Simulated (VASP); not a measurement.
# PbF2 (Fm-3m) in VASP: further runs

The runs below take PbF2 through single point, with PBE+D3(BJ).

Program: VASP 6.6.1. These are calculated values, not measurements. Logs are shortened: lines on timing, memory, paths and dates and some standing lists are left out, and cuts for length are marked.

## Step 1: The cell of the first run

It takes space group Fm-3m (No. 225, cubic). Conventional cell: a = 5.962 Å, b = 5.962 Å, c = 5.962 Å, α = 90.00°, β = 90.00°, γ = 90.00°. Pb (site symmetry m-3m) has 8 F at 2.58 Å within 3.4 Å. Within 3.4 Å of F (site symmetry -43m) lie 4 Pb at 2.58 Å and 6 F at 2.98 Å.

## Step 2: Single point, PBE+D3(BJ)

File INCAR:

```
SYSTEM = PbF2
ALGO     = Normal         ! electronic algorithm
EDIFF    = 1E-6           ! SCF threshold, eV
ENCUT    = 520            ! plane-wave cutoff, eV
GGA      = PE             ! functional
ISIF     = 2              ! what is computed and relaxed
ISMEAR   = 0              ! smearing method
IVDW     = 12             ! dispersion correction
LASPH    = .True.         ! aspherical terms in the spheres
LCHARG   = .False.        ! write CHGCAR
LREAL    = .False.        ! projectors in reciprocal space
LWAVE    = .False.        ! write WAVECAR
NBANDS   = 21             ! bands
NELM     = 60             ! most SCF steps
PREC     = Accurate       ! precision mode
SIGMA    = 0.02           ! smearing width, eV
```

File KPOINTS:

```
k-points
0
Gamma
  8 8 8
  0 0 0
```

File POSCAR:

```
PbF2
1.0
    0.0000000000      2.9811575327      2.9811575327
    2.9811575327      0.0000000000      2.9811575327
    2.9811575327      2.9811575327      0.0000000000
Pb F
1 2
Direct
    0.0000000000      0.0000000000      0.0000000000
    0.2500000000      0.2500000000      0.2500000000
    0.7500000000      0.7500000000      0.7500000000
```

Potentials or basis: VASP PAW PBE potentials, release 64 (Pb_d, F).

Started as:

```
cat potpaw_PBE.64/Pb_d/POTCAR potpaw_PBE.64/F/POTCAR > POTCAR
mpirun -np 1 vasp_std > vasp.out
```

OUTCAR:

```text
SYSTEM = PbF2
   EDIFF = 1E-6
   ENCUT = 520
   GGA = PE
   ISIF = 2
   ISMEAR = 0
   IVDW = 12
   LASPH = .True.
   LREAL = .False.
   NELM = 60
   PREC = Accurate
 IVDW          = 12

 ion  position               nearest neighbor table
   1  0.000  0.000  0.000-   3 2.58   3 2.58   3 2.58   2 2.58   3 2.58   2 2.58   2 2.58   2 2.58

   2  0.250  0.250  0.250-   1 2.58   1 2.58   1 2.58   1 2.58
   3  0.750  0.750  0.750-   1 2.58   1 2.58   1 2.58   1 2.58

  LATTYP: Found a face centered cubic cell.
 ALAT       =     5.9623150654

  Lattice vectors:

 A1 = (   0.0000000000,   2.9811575327,   2.9811575327)
 A2 = (   2.9811575327,   0.0000000000,   2.9811575327)
 A3 = (   2.9811575327,   2.9811575327,   0.0000000000)

Analysis of symmetry for initial positions (statically):
=====================================================================
 Subroutine PRICEL returns:
 Original cell was already a primitive cell.

 Routine SETGRP: Setting up the symmetry group for a
 face centered cubic supercell.

 Subroutine GETGRP returns: Found 48 space group operations
 (whereof 48 operations were pure point group operations)
 out of a pool of 48 trial point group operations.

The static configuration has the point symmetry O_h .

Analysis of symmetry for dynamics (positions and initial velocities):
=====================================================================
 Subroutine PRICEL returns:
 Original cell was already a primitive cell.

 Routine SETGRP: Setting up the symmetry group for a
 face centered cubic supercell.

 Subroutine GETGRP returns: Found 48 space group operations
 (whereof 48 operations were pure point group operations)
 out of a pool of 48 trial point group operations.

The dynamic configuration has the point symmetry O_h .

 Subroutine INISYM returns: Found 48 space group operations
 (whereof 48 operations are pure point group operations),
 and found     1 'primitive' translations

----------------------------------------------------------------------------------------

                                     Primitive cell

  volume of cell :      52.9889

  direct lattice vectors                    reciprocal lattice vectors
     0.000000000  2.981157533  2.981157533    -0.167720087  0.167720087  0.167720087
     2.981157533  0.000000000  2.981157533     0.167720087 -0.167720087  0.167720087
     2.981157533  2.981157533  0.000000000     0.167720087  0.167720087 -0.167720087

  length of vectors
     4.215993414  4.215993414  4.215993414     0.290499712  0.290499712  0.290499712

  position of ions in fractional coordinates (direct lattice)
     0.000000000  0.000000000  0.000000000
     0.250000000  0.250000000  0.250000000
     0.750000000  0.750000000  0.750000000

  ion indices of the primitive-cell ions
   primitive index   ion index
                 1           1
                 2           2
                 3           3

----------------------------------------------------------------------------------------

 KPOINTS: k-points

Automatic generation of k-mesh.
 Grid dimensions read from file:
 generate k-points for:    8    8    8

 Generating k-lattice:

  Cartesian coordinates                     Fractional coordinates (reciprocal lattice)
    -0.020965011  0.020965011  0.020965011     0.125000000  0.000000000  0.000000000
     0.020965011 -0.020965011  0.020965011     0.000000000  0.125000000  0.000000000
     0.020965011  0.020965011 -0.020965011     0.000000000  0.000000000  0.125000000

  Length of vectors
     0.036312464  0.036312464  0.036312464

  Shift w.r.t. Gamma in fractional coordinates (k-lattice)
     0.000000000  0.000000000  0.000000000

 Subroutine IBZKPT returns following result:
 ===========================================

 Found     29 irreducible k-points:

 Following reciprocal coordinates:
            Coordinates               Weight
  0.000000  0.000000  0.000000      1.000000
  0.125000  0.000000  0.000000      8.000000
  0.250000  0.000000  0.000000      8.000000
  0.375000  0.000000  0.000000      8.000000
  0.500000  0.000000  0.000000      4.000000
  0.125000  0.125000  0.000000      6.000000
[... 16 lines left out ...]
  0.500000  0.250000  0.125000     48.000000
 -0.375000  0.250000  0.125000     24.000000
 [... further k-points ...]
   k-points           NKPTS =     29   k-points in BZ     NKDIM =     29   number of bands    NBANDS=     21
   number of dos      NEDOS =    301   number of ions     NIONS =      3
   total plane-waves  NPLWV =  32768
   dimension x,y,z NGX =    32 NGY =   32 NGZ =   32
   dimension x,y,z NGXF=    64 NGYF=   64 NGZF=   64
   ions per type =               1   2
   NGX,Y,Z   is equivalent  to a cutoff of  12.62, 12.62, 12.62 a.u.
   NGXF,Y,Z  is equivalent  to a cutoff of  25.24, 25.24, 25.24 a.u.
 SYSTEM =  PbF2
   PREC   = accura    normal or accurate (medium, high low for compatibility)
   ISTART =      0    job   : 0-new  1-cont  2-samecut
   ICHARG =      2    charge: 1-file 2-atom 10-const
   ISPIN  =      1    spin polarized calculation?
   LNONCOLLINEAR =      F non collinear calculations
   LSORBIT =      F    spin-orbit coupling
   LASPH  =      T    aspherical Exc in radial PAW
   ENCUT  =  520.0 eV  38.22 Ry    6.18 a.u.   7.84  7.84  7.84*2*pi/ulx,y,z
   NELM   =     60;   NELMIN=  2; NELMDL= -5     # of ELM steps
   EDIFF  = 0.1E-05   stopping-criterion for ELM
   LREAL  =      F    real-space projection
[... 7 lines left out ...]
   TEBEG  =    0.0;   TEEND  =   0.0 temperature during run
   PSTRESS=    0.0 pullay stress
   NELECT =      28.0000    total number of electrons
   NUPDOWN=      -1.0000    fix difference up-down
   EMIN   =  10.00;   EMAX   =-10.00  energy-range for DOS
   EFERMI =   0.00;   METHOD = LEGACY
   ISMEAR =     0;   SIGMA  =   0.02  broadening in eV -4-tet -1-fermi 0-gaus
   EFERMI_NEDOS =   21; number of points for ismear=-14 and -15
   IALGO  =     38    algorithm
   IMIX   =      4    mixing-type and parameters
     AMIX     =   0.40;   BMIX     =  1.00
     AMIX_MAG =   1.60;   BMIX_MAG =  1.00
  volume/ion in A,a.u.               =      17.66       119.20
  Fermi-wavevector in a.u.,A,eV,Ry     =   1.323526  2.501102 23.833624  1.751722
  Thomas-Fermi vector in A             =   2.453128
   LORBIT       =      0    0 simple, 1 ext, 2 COOP (PROOUT), +10 PAW based schemes
   GGA     = PE    functional components
   LHFCALC =     F    Hartree Fock is set to
   AEXX    =    0.0000 exact exchange contribution
   IVDW    =    12    specifies the selected vdW correction
   LEPSILON=     F    determine dielectric tensor
   LRPA    =     F    only Hartree local field effects (RPA)
 non-spin polarized calculation
 Gauss-broadening in eV      SIGMA  =   0.02
  energy-cutoff  :      520.00
  volume of cell :       52.99
 maximum number of plane-waves:      1458
   NGX = 15   NGY = 15   NGZ = 15

 number of electron      28.0000019 magnetization

 Free energy of the ion-electron system (eV)
  ---------------------------------------------------
  ext. energy  EPLUGINS =         0.00000000
  ---------------------------------------------------
  free energy    TOTEN  =       -14.34623669 eV

  energy without entropy =      -14.34623669  energy(sigma->0) =      -14.34623669

 E-fermi :   1.8772     XC(G=0):  -9.3185

 val. band max:        1.6736695489   @ k =  -0.2500   0.5000   0.2500
 cond. band min:       6.0918594052   @ k =   0.5000   0.5000   0.0000
 fundamental gap:      4.4181898563
 Fermi energy:         1.8771730375

 k-point     1 :       0.0000    0.0000    0.0000
  band No.  band energies     occupation
      1     -19.2810      2.00000
      2     -18.6904      2.00000
      3     -12.7441      2.00000
      4     -12.7441      2.00000
      5     -12.7441      2.00000
      6     -12.6948      2.00000
[... 13 lines left out ...]
     20      16.7856      0.00000
     21      19.0635      0.00000

 k-point     2 :       0.1250    0.0000    0.0000
  band No.  band energies     occupation
      1     -19.2522      2.00000
      2     -18.7169      2.00000
      3     -12.7384      2.00000
      4     -12.7384      2.00000
      5     -12.7144      2.00000
      6     -12.6947      2.00000
[... 13 lines left out ...]
     20      16.3638      0.00000
     21      18.5050      0.00000

 k-point     3 :       0.2500    0.0000    0.0000
  band No.  band energies     occupation
      1     -19.1768      2.00000
      2     -18.7839      2.00000
      3     -12.7300      2.00000
      4     -12.7300      2.00000
      5     -12.6888      2.00000
      6     -12.6888      2.00000
[... 13 lines left out ...]
     20      15.7982      0.00000
     21      17.2774      0.00000

 k-point     4 :       0.3750    0.0000    0.0000
  band No.  band energies     occupation
      1     -19.0804      2.00000
      2     -18.8706      2.00000
      3     -12.7295      2.00000
      4     -12.7295      2.00000
      5     -12.6749      2.00000
      6     -12.6749      2.00000
[... 13 lines left out ...]
     20      15.4795      0.00000
     21      16.2348      0.00000

 k-point     5 :       0.5000    0.0000    0.0000
  band No.  band energies     occupation
      1     -19.0077      2.00000
      2     -18.9393      2.00000
      3     -12.7307      2.00000
      4     -12.7307      2.00000
      5     -12.6678      2.00000
      6     -12.6678      2.00000
[... 13 lines left out ...]
     20      15.3890      0.00000
     21      15.8200      0.00000
[... 382 lines left out ...]
     20      18.3710      0.00000
     21      18.9270      0.00000

 k-point    22 :       0.3750    0.2500    0.1250
  band No.  band energies     occupation
      1     -19.1240      2.00000
      2     -18.8285      2.00000
      3     -12.7133      2.00000
      4     -12.7077      2.00000
      5     -12.6990      2.00000
      6     -12.6715      2.00000
[... 13 lines left out ...]
     20      16.8948      0.00000
     21      17.7340      0.00000

 k-point    23 :       0.5000    0.2500    0.1250
  band No.  band energies     occupation
      1     -19.0473      2.00000
      2     -18.8951      2.00000
      3     -12.7136      2.00000
      4     -12.7050      2.00000
      5     -12.6820      2.00000
      6     -12.6503      2.00000
[... 13 lines left out ...]
     20      17.4457      0.00000
     21      18.0088      0.00000

 k-point    24 :      -0.3750    0.2500    0.1250
  band No.  band energies     occupation
      1     -18.9861      2.00000
      2     -18.9519      2.00000
      3     -12.7137      2.00000
      4     -12.7067      2.00000
      5     -12.6711      2.00000
      6     -12.6419      2.00000
[... 13 lines left out ...]
     20      17.6444      0.00000
     21      18.1462      0.00000

 [... further k-points ...]

------------------------ aborting loop because EDIFF is reached ----------------------------------------

 Edisp (eV)   -0.45253

 E8    (eV) :    -0.1950

  FORCE on cell =-STRESS in cart. coord.  units (eV):
  Direction    XX          YY          ZZ          XY          YZ          ZX
  --------------------------------------------------------------------------------------
  -------------------------------------------------------------------------------------
  Total      -0.06481    -0.06481    -0.06481     0.00000     0.00000     0.00000
  in kB      -1.95950    -1.95950    -1.95950     0.00000     0.00000     0.00000
  external pressure =       -1.96 kB  Pullay stress =        0.00 kB

 VOLUME and BASIS-vectors are now :
 -----------------------------------------------------------------------------
  energy-cutoff  :      520.00
  volume of cell :       52.99
      direct lattice vectors                 reciprocal lattice vectors
     0.000000000  2.981157533  2.981157533    -0.167720087  0.167720087  0.167720087
     2.981157533  0.000000000  2.981157533     0.167720087 -0.167720087  0.167720087
     2.981157533  2.981157533  0.000000000     0.167720087  0.167720087 -0.167720087

 POSITION                                       TOTAL-FORCE (eV/Angst)
 -----------------------------------------------------------------------------------
      0.00000      0.00000      0.00000        -0.000000      0.000000     -0.000000
      1.49058      1.49058      1.49058         0.000000      0.000000      0.000000
      4.47174      4.47174      4.47174        -0.000000     -0.000000     -0.000000
 -----------------------------------------------------------------------------------
    total drift:                                0.000000     -0.000000      0.000000

  FREE ENERGIE OF THE ION-ELECTRON SYSTEM (eV)
  ---------------------------------------------------
  free  energy   TOTEN  =       -14.7987634959 eV

  energy  without entropy=      -14.7987634959  energy(sigma->0) =      -14.79876350
```

Wall time 41 s (1 thread of Intel Xeon Platinum 8259CL at 2.50GHz (Skylake/Cascade Lake), shared host); peak memory 0.2 GiB.

Results:

```
Free energy                : -14.7988 eV
Pressure                   : -0.2 GPa
Band gap on the k mesh     : 4.42 eV (least direct gap 4.56 eV)
Dispersion energy per atom : -0.151 eV
```

Caveat: spin-orbit coupling is left out, which moves the levels of the heavy elements. A k mesh can miss the band edges.

## Step 3: Single point, PBE+D3(BJ)

File INCAR:

```
ALGO = Normal
EDIFF = 1E-6
ENCUT = 520
GGA = PE
ISIF = 2
ISMEAR = 0
IVDW = 12
LASPH = True
LCHARG = True
LELF = True
LREAL = False
LVHAR = True
LWAVE = False
NBANDS = 21
NELM = 100
PREC = Accurate
SIGMA = 0.02
```

File KPOINTS:

```
k-points
0
Gamma
  8 8 8
```

POSCAR is that of step 2.

Potentials or basis: VASP PAW PBE potentials, release 64 (Pb_d, F).

Started as:

```
cat potpaw_PBE.64/Pb_d/POTCAR potpaw_PBE.64/F/POTCAR > POTCAR
mpirun -np 1 vasp_std > vasp.out
```

OUTCAR:

```text
EDIFF = 1E-6
   ENCUT = 520
   GGA = PE
   ISIF = 2
   ISMEAR = 0
   IVDW = 12
   LASPH = True
   LREAL = False
   NELM = 100
   PREC = Accurate
 IVDW          = 12

 ion  position               nearest neighbor table
   1  0.000  0.000  0.000-   3 2.58   3 2.58   3 2.58   2 2.58   3 2.58   2 2.58   2 2.58   2 2.58

   2  0.250  0.250  0.250-   1 2.58   1 2.58   1 2.58   1 2.58
   3  0.750  0.750  0.750-   1 2.58   1 2.58   1 2.58   1 2.58

  LATTYP: Found a face centered cubic cell.
 ALAT       =     5.9623150654

  Lattice vectors:

 A1 = (   0.0000000000,   2.9811575327,   2.9811575327)
 A2 = (   2.9811575327,   0.0000000000,   2.9811575327)
 A3 = (   2.9811575327,   2.9811575327,   0.0000000000)

Analysis of symmetry for initial positions (statically):
=====================================================================
 Subroutine PRICEL returns:
 Original cell was already a primitive cell.

 Routine SETGRP: Setting up the symmetry group for a
 face centered cubic supercell.
[... 164 lines left out ...]
  ---------------------------------------------------
  free energy    TOTEN  =       -14.34623669 eV

  energy without entropy =      -14.34623669  energy(sigma->0) =      -14.34623669

 E-fermi :   1.8772     XC(G=0):  -9.3185

 val. band max:        1.6736695489   @ k =  -0.2500   0.5000   0.2500
 cond. band min:       6.0918594052   @ k =   0.5000   0.5000   0.0000
 fundamental gap:      4.4181898563
 Fermi energy:         1.8771730375

 k-point     1 :       0.0000    0.0000    0.0000
  band No.  band energies     occupation
      1     -19.2810      2.00000
      2     -18.6904      2.00000
      3     -12.7441      2.00000
      4     -12.7441      2.00000
      5     -12.7441      2.00000
      6     -12.6948      2.00000
[... 565 lines left out ...]
     20      17.6444      0.00000
     21      18.1462      0.00000

 [... further k-points ...]

------------------------ aborting loop because EDIFF is reached ----------------------------------------

 Edisp (eV)   -0.45253

 E8    (eV) :    -0.1950

  FORCE on cell =-STRESS in cart. coord.  units (eV):
  Direction    XX          YY          ZZ          XY          YZ          ZX
  --------------------------------------------------------------------------------------
  -------------------------------------------------------------------------------------
  Total      -0.06481    -0.06481    -0.06481     0.00000     0.00000     0.00000
  in kB      -1.95950    -1.95950    -1.95950     0.00000     0.00000     0.00000
  external pressure =       -1.96 kB  Pullay stress =        0.00 kB

 VOLUME and BASIS-vectors are now :
 -----------------------------------------------------------------------------
  energy-cutoff  :      520.00
  volume of cell :       52.99
      direct lattice vectors                 reciprocal lattice vectors
     0.000000000  2.981157533  2.981157533    -0.167720087  0.167720087  0.167720087
     2.981157533  0.000000000  2.981157533     0.167720087 -0.167720087  0.167720087
     2.981157533  2.981157533  0.000000000     0.167720087  0.167720087 -0.167720087

 POSITION                                       TOTAL-FORCE (eV/Angst)
 -----------------------------------------------------------------------------------
      0.00000      0.00000      0.00000        -0.000000      0.000000     -0.000000
      1.49058      1.49058      1.49058         0.000000      0.000000      0.000000
      4.47174      4.47174      4.47174        -0.000000     -0.000000     -0.000000
 -----------------------------------------------------------------------------------
    total drift:                                0.000000     -0.000000      0.000000

  FREE ENERGIE OF THE ION-ELECTRON SYSTEM (eV)
  ---------------------------------------------------
  free  energy   TOTEN  =       -14.7987634959 eV

  energy  without entropy=      -14.7987634959  energy(sigma->0) =      -14.79876350
```

OSZICAR:

```text
N       E                     dE             d eps       ncg     rms          rms(c)
DAV:   1     0.301534940675E+03    0.30153E+03   -0.14529E+04  1249   0.154E+03
DAV:   2     0.140775427065E+02   -0.28746E+03   -0.26935E+03  1263   0.433E+02
DAV:   3    -0.153891897761E+02   -0.29467E+02   -0.29005E+02  1443   0.143E+02
DAV:   4    -0.162889215079E+02   -0.89973E+00   -0.89912E+00  1376   0.267E+01
DAV:   5    -0.163168823087E+02   -0.27961E-01   -0.27959E-01  1554   0.485E+00    0.804E+00
DAV:   6    -0.143549328568E+02    0.19619E+01   -0.88794E+00  1636   0.232E+01    0.269E+00
DAV:   7    -0.143522305021E+02    0.27024E-02   -0.46955E-01  1278   0.409E+00    0.158E+00
DAV:   8    -0.143485706287E+02    0.36599E-02   -0.10705E-01  1293   0.354E+00    0.556E-01
DAV:   9    -0.143450809713E+02    0.34897E-02   -0.20897E-02  1624   0.106E+00    0.105E-01
DAV:  10    -0.143462540348E+02   -0.11731E-02   -0.17270E-03  1268   0.378E-01    0.358E-02
DAV:  11    -0.143462267546E+02    0.27280E-04   -0.14768E-04  1404   0.109E-01    0.111E-02
DAV:  12    -0.143462387188E+02   -0.11964E-04   -0.42743E-05  1307   0.574E-02    0.109E-02
DAV:  13    -0.143462366363E+02    0.20825E-05   -0.15519E-05  1511   0.375E-02    0.171E-03
DAV:  14    -0.143462366948E+02   -0.58459E-07   -0.76755E-07  1101   0.600E-03
   1 F= -.14798763E+02 E0= -.14798763E+02  d E =-.143554E-48
```

Run time: 43 s. Hardware: 1 thread of Intel Xeon Platinum 8259CL at 2.50GHz (Skylake/Cascade Lake), shared host; peak memory 0.19 GiB.

What came out:

| Property | Result |
| --- | --- |
| Free energy | -14.7988 eV |
| Pressure | -0.2 GPa |
| Band gap on the k mesh | 4.42 eV (least direct gap 4.56 eV) |
| Dispersion energy per atom | -0.151 eV |

Caveat: spin-orbit coupling is left out, which moves the levels of the heavy elements.
